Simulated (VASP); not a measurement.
# In2Bi (P6_3/mmc) in VASP: a series of runs

The runs below take In2Bi through single point, with LDA.

Program: VASP 6.6.1. These are calculated values, not measurements. Logs are shortened: lines on timing, memory, paths and dates and some standing lists are left out, and cuts for length are marked.

### Step 1. The cell of the first run

Symmetry: P6_3/mmc, No. 194, hexagonal system. Conventional cell: a = 5.287 Å, b = 5.287 Å, c = 6.314 Å, α = 90.00°, β = 90.00°, γ = 120.00°. Within 4.2 Å of In (site symmetry -3m) lie 8 In at 3.16 to 3.44 Å and 6 Bi at 3.44 Å. Within 4.0 Å of In (site symmetry -6m2) lie 5 Bi at 3.05 to 3.16 Å and 6 In at 3.44 Å. Within 4.0 Å of Bi (site symmetry -6m2) lie 11 In at 3.05 to 3.44 Å.

### Step 2. Single point, LDA

Input file INCAR:

```
SYSTEM = In2Bi
ALGO     = Normal         ! electronic algorithm
EDIFF    = 1E-6           ! SCF threshold, eV
ENCUT    = 520            ! plane-wave cutoff, eV
ISIF     = 2              ! what is computed and relaxed
ISMEAR   = 0              ! smearing method
LASPH    = .True.         ! aspherical terms in the spheres
LCHARG   = .False.        ! write CHGCAR
LREAL    = .False.        ! projectors in reciprocal space
LWAVE    = .False.        ! write WAVECAR
NBANDS   = 50             ! bands
NELM     = 60             ! most SCF steps
PREC     = Accurate       ! precision mode
SIGMA    = 0.05           ! smearing width, eV
```

Input file KPOINTS:

```
k-points
0
Gamma
  5 5 4
  0 0 0
```

Input file POSCAR:

```
In2Bi
1.0
    5.2870198701      0.0000000000      0.0000000000
   -2.6435099351      4.5786934105      0.0000000000
    0.0000000000      0.0000000000      6.3143005753
In Bi
4 2
Direct
    0.0000000000      0.0000000000      0.0000000000
    0.0000000000      0.0000000000      0.5000000000
    0.3333333333      0.6666666667      0.7500000000
    0.6666666667      0.3333333333      0.2500000000
    0.3333333333      0.6666666667      0.2500000000
    0.6666666667      0.3333333333      0.7500000000
```

Potentials or basis: VASP PAW LDA potentials, release 64 (In_d, Bi_d).

Run with:

```
> cat potpaw_LDA.64/In_d/POTCAR potpaw_LDA.64/Bi_d/POTCAR > POTCAR
> mpirun -np 1 vasp_std > vasp.out
```

OUTCAR:

```text
SYSTEM = In2Bi
   EDIFF = 1E-6
   ENCUT = 520
   ISIF = 2
   ISMEAR = 0
   LASPH = .True.
   LREAL = .False.
   NELM = 60
   PREC = Accurate

 ion  position               nearest neighbor table
   1  0.000  0.000  0.000-   2 3.16   2 3.16   3 3.44   5 3.44   4 3.44   6 3.44   6 3.44   3 3.44
                             4 3.44   5 3.44   4 3.44   6 3.44   3 3.44   5 3.44
   2  0.000  0.000  0.500-   1 3.16   1 3.16   3 3.44   5 3.44   4 3.44   6 3.44   6 3.44   3 3.44
                             4 3.44   5 3.44   4 3.44   6 3.44   3 3.44   5 3.44
   3  0.333  0.667  0.750-   6 3.05   6 3.05   6 3.05   5 3.16   5 3.16   2 3.44   1 3.44   1 3.44
                             2 3.44   2 3.44   1 3.44
   4  0.667  0.333  0.250-   5 3.05   5 3.05   5 3.05   6 3.16   6 3.16   1 3.44   2 3.44   1 3.44
                             2 3.44   1 3.44   2 3.44
   5  0.333  0.667  0.250-   4 3.05   4 3.05   4 3.05   3 3.16   3 3.16   2 3.44   1 3.44   1 3.44
                             2 3.44   2 3.44   1 3.44
   6  0.667  0.333  0.750-   3 3.05   3 3.05   3 3.05   4 3.16   4 3.16   1 3.44   2 3.44   1 3.44
                             2 3.44   1 3.44   2 3.44

  LATTYP: Found a hexagonal cell.
 ALAT       =     5.2870198701
 C/A-ratio  =     1.1943024105

  Lattice vectors:

 A1 = (   5.2870198701,   0.0000000000,   0.0000000000)
 A2 = (  -2.6435099351,   4.5786934105,   0.0000000000)
 A3 = (   0.0000000000,   0.0000000000,   6.3143005753)

Analysis of symmetry for initial positions (statically):
=====================================================================
 Subroutine PRICEL returns:
 Original cell was already a primitive cell.

 Routine SETGRP: Setting up the symmetry group for a
 hexagonal supercell.

 Subroutine GETGRP returns: Found 24 space group operations
 (whereof 12 operations were pure point group operations)
 out of a pool of 24 trial point group operations.

The static configuration has the point symmetry D_3d.
 The point group associated with its full space group is D_6h.

Analysis of symmetry for dynamics (positions and initial velocities):
=====================================================================
 Subroutine PRICEL returns:
 Original cell was already a primitive cell.

 Routine SETGRP: Setting up the symmetry group for a
 hexagonal supercell.

 Subroutine GETGRP returns: Found 24 space group operations
 (whereof 12 operations were pure point group operations)
 out of a pool of 24 trial point group operations.

The dynamic configuration has the point symmetry D_3d.
[... 101 lines left out ...]
   NSW    =      0    number of steps for IOM
   IBRION =     -1    ionic relax: 0-MD 1-quasi-New 2-CG
   NFREE  =      0    steps in history (QN), initial steepest desc. (CG)
   ISIF   =      2    stress and relaxation
   ISYM   =      2    0-nonsym 1-usesym 2-fastsym
   POTIM  = 0.5000    time-step for ionic-motion
   TEBEG  =    0.0;   TEEND  =   0.0 temperature during run
   PSTRESS=    0.0 pullay stress
   NELECT =      82.0000    total number of electrons
   NUPDOWN=      -1.0000    fix difference up-down
   EMIN   =  10.00;   EMAX   =-10.00  energy-range for DOS
   EFERMI =   0.00;   METHOD = LEGACY
   ISMEAR =     0;   SIGMA  =   0.05  broadening in eV -4-tet -1-fermi 0-gaus
   EFERMI_NEDOS =   21; number of points for ismear=-14 and -15
   IALGO  =     38    algorithm
   IMIX   =      4    mixing-type and parameters
     AMIX     =   0.40;   BMIX     =  1.00
     AMIX_MAG =   1.60;   BMIX_MAG =  1.00
  volume/ion in A,a.u.               =      25.48       171.92
  Fermi-wavevector in a.u.,A,eV,Ry     =   1.330210  2.513732 24.074945  1.769459
  Thomas-Fermi vector in A             =   2.459314
   LORBIT       =      0    0 simple, 1 ext, 2 COOP (PROOUT), +10 PAW based schemes
   GGA     = CA    functional components
   LHFCALC =     F    Hartree Fock is set to
   AEXX    =    0.0000 exact exchange contribution
   IVDW    =     0    specifies the selected vdW correction
   LEPSILON=     F    determine dielectric tensor
   LRPA    =     F    only Hartree local field effects (RPA)
 non-spin polarized calculation
 Gauss-broadening in eV      SIGMA  =   0.05
  energy-cutoff  :      520.00
  volume of cell :      152.85
 maximum number of plane-waves:      4132
 NGX is ok and might be reduce to    40
   NGX = 19   NGY = 19   NGZ = 23

 number of electron      82.0000003 magnetization

 Free energy of the ion-electron system (eV)
  ---------------------------------------------------
  ext. energy  EPLUGINS =         0.00000000
  ---------------------------------------------------
  free energy    TOTEN  =       -21.83330618 eV

  energy without entropy =      -21.82875874  energy(sigma->0) =      -21.83103246

 E-fermi :   8.5228     XC(G=0): -10.9352

 val. band max:        8.4855893401   @ k =   0.2000   0.2000   0.5000
 cond. band min:       8.5489566106   @ k =   0.4000   0.2000   0.2500
 fundamental gap:      0.0633672706
 Fermi energy:         8.5228042793

 k-point     1 :       0.0000    0.0000    0.0000
  band No.  band energies     occupation
      1     -14.2805      2.00000
      2     -14.2805      2.00000
      3     -14.2799      2.00000
      4     -14.2799      2.00000
      5     -14.2461      2.00000
      6     -14.2414      2.00000
[... 784 lines left out ...]
     49      13.7805      0.00000
     50      13.7805      0.00000

------------------------ aborting loop because EDIFF is reached ----------------------------------------

  FORCE on cell =-STRESS in cart. coord.  units (eV):
  Direction    XX          YY          ZZ          XY          YZ          ZX
  --------------------------------------------------------------------------------------
  -------------------------------------------------------------------------------------
  Total        1.4976373      1.4976372      6.5398350     -0.0000000     -0.0000000     -0.0000000
  in kB       15.6978241     15.6978234     68.5487615     -0.0000000     -0.0000000     -0.0000000
  external PRESSURE =      33.3148030 kB  Pullay stress =       0.0000000 kB

 VOLUME and BASIS-vectors are now :
 -----------------------------------------------------------------------------
  energy-cutoff  :      520.00
  volume of cell :      152.85
      direct lattice vectors                 reciprocal lattice vectors
     5.287019870  0.000000000  0.000000000     0.189142471  0.109201459  0.000000000
    -2.643509935  4.578693410  0.000000000     0.000000000  0.218402918  0.000000000
     0.000000000  0.000000000  6.314300575     0.000000000  0.000000000  0.158370668

 POSITION                                       TOTAL-FORCE (eV/Angst)
 -----------------------------------------------------------------------------------
      0.00000      0.00000      0.00000        -0.000000      0.000000      0.000000
      0.00000      0.00000      3.15715        -0.000000      0.000000      0.000000
     -0.00000      3.05246      4.73573         0.000000      0.000000      0.000000
      2.64351      1.52623      1.57858         0.000000      0.000000      0.000000
     -0.00000      3.05246      1.57858         0.000000     -0.000000      0.000000
      2.64351      1.52623      4.73573        -0.000000      0.000000      0.000000
 -----------------------------------------------------------------------------------
    total drift:                               -0.000000      0.000000     -0.000000

  FREE ENERGIE OF THE ION-ELECTRON SYSTEM (eV)
  ---------------------------------------------------
  free  energy   TOTEN  =       -21.8333061811 eV

  energy  without entropy=      -21.8287587436  energy(sigma->0) =      -21.83103246
```

OSZICAR:

```text
N       E                     dE             d eps       ncg     rms          rms(c)
DAV:   1     0.954946026864E+03    0.95495E+03   -0.39675E+04  1500   0.229E+03
DAV:   2     0.110960323800E+03   -0.84399E+03   -0.82829E+03  1500   0.593E+02
DAV:   3    -0.142798804806E+02   -0.12524E+03   -0.12249E+03  1616   0.242E+02
DAV:   4    -0.216464696480E+02   -0.73666E+01   -0.72791E+01  1750   0.622E+01
DAV:   5    -0.220272772266E+02   -0.38081E+00   -0.38048E+00  2360   0.124E+01    0.569E+00
DAV:   6    -0.218705463461E+02    0.15673E+00   -0.32137E-01  1956   0.628E+00    0.277E+00
DAV:   7    -0.218365446779E+02    0.34002E-01   -0.13111E-01  1932   0.321E+00    0.505E-01
DAV:   8    -0.218335732082E+02    0.29715E-02   -0.16361E-02  1994   0.136E+00    0.182E-01
DAV:   9    -0.218333234602E+02    0.24975E-03   -0.17788E-03  2130   0.451E-01    0.821E-02
DAV:  10    -0.218333113044E+02    0.12156E-04   -0.26859E-04  1954   0.197E-01    0.452E-02
DAV:  11    -0.218333079081E+02    0.33963E-05   -0.38875E-05  1956   0.581E-02    0.227E-02
DAV:  12    -0.218333064520E+02    0.14561E-05   -0.22553E-05  1868   0.564E-02    0.704E-03
DAV:  13    -0.218333061811E+02    0.27094E-06   -0.30529E-06  1276   0.234E-02
   1 F= -.21833306E+02 E0= -.21831032E+02  d E =-.454744E-02
```

stdout:

```text
POSCAR found type information on POSCAR InBi
 POSCAR found :  2 types and       6 ions
 scaLAPACK will be used
 LDA part: xc-table for (Slater(with rela. corr.)+CA(PZ))
 , standard interpolation
 POSCAR, INCAR and KPOINTS ok, starting setup
 FFT: planning ... GRIDC
 FFT: planning ... GRID_SOFT
 FFT: planning ... GRID
 WAVECAR not read
 entering main loop
```

Wall time 2.9 min (1 thread of Intel Xeon 6975P-C, shared host); peak memory 0.26 GiB.

Results:

```yaml
Free_energy: -21.8333 eV
Pressure: 3.3 GPa
Band_gap_on_the_k_mesh: zero (band 41 reaches 9.59 eV, above the bottom of band 42 at 7.62 eV)
```

Caveat: spin-orbit coupling is left out, which moves the levels of the heavy elements.

### Step 3. Single point, LDA

This run uses another cell than the first one, of 26.18 Å³/atom, 1.028 times its volume.

Input file INCAR:

```
SYSTEM = In2Bi
PREC = Accurate
ENCUT = 520
EDIFF = 1E-6
ISMEAR = 0
SIGMA = 0.05
LREAL = .False.
LASPH = .True.
NELM = 80
ALGO = Normal
ISIF = 2
LWAVE = .False.
LCHARG = .True.
LELF = .True.
LVHAR = .True.
NBANDS = 50
```

Input file KPOINTS:

```
Automatic mesh
0
Gamma
  5 5 4
  0 0 0
```

POSCAR, as its differences from that of step 2:

```diff
@@ -2,5 +2,5 @@
 1.0
-    5.2870198701      0.0000000000      0.0000000000
-   -2.6435099351      4.5786934105      0.0000000000
-    0.0000000000      0.0000000000      6.3143005753
+    5.3355273491      0.0000000000      0.0000000000
+   -2.6677636746      4.6207021186      0.0000000000
+    0.0000000000      0.0000000000      6.3722331744
 In Bi
```

Potentials or basis: VASP PAW LDA potentials, release 64 (In_d, Bi_d).

Run with:

```
> cat potpaw_LDA.64/In_d/POTCAR potpaw_LDA.64/Bi_d/POTCAR > POTCAR
> mpirun -np 1 vasp_std > vasp.out
```

Run time: 2.8 min. Hardware: 1 thread of Intel Xeon 6975P-C, shared host; peak memory 0.26 GiB.

The run converged. Its results:

| Quantity | Value |
| --- | --- |
| Free energy | -21.9000 eV |
| Pressure | 1.6 GPa |
| Band gap on the k mesh | zero (band 41 reaches 9.21 eV, above the bottom of band 42 at 7.30 eV) |

Stress tensor (GPa, compression positive):
```
-0.12  0.00  0.00
 0.00 -0.12  0.00
 0.00  0.00  4.94
```

Levels at points of the mesh, in eV from the Fermi level:
```
           k point  band 38  band 39  band 40  band 41  band 42  band 43  band 44  band 45
(0.00, 0.00, 0.00)    -2.03    -2.03    -1.82    -0.72    -0.26    -0.26     0.11     0.20
(0.00, 0.00, 0.50)    -2.00    -2.00    -2.00    -0.87    -0.87    -0.46    -0.46    -0.46
```

Caveat: spin-orbit coupling is left out, which moves the levels of the heavy elements.
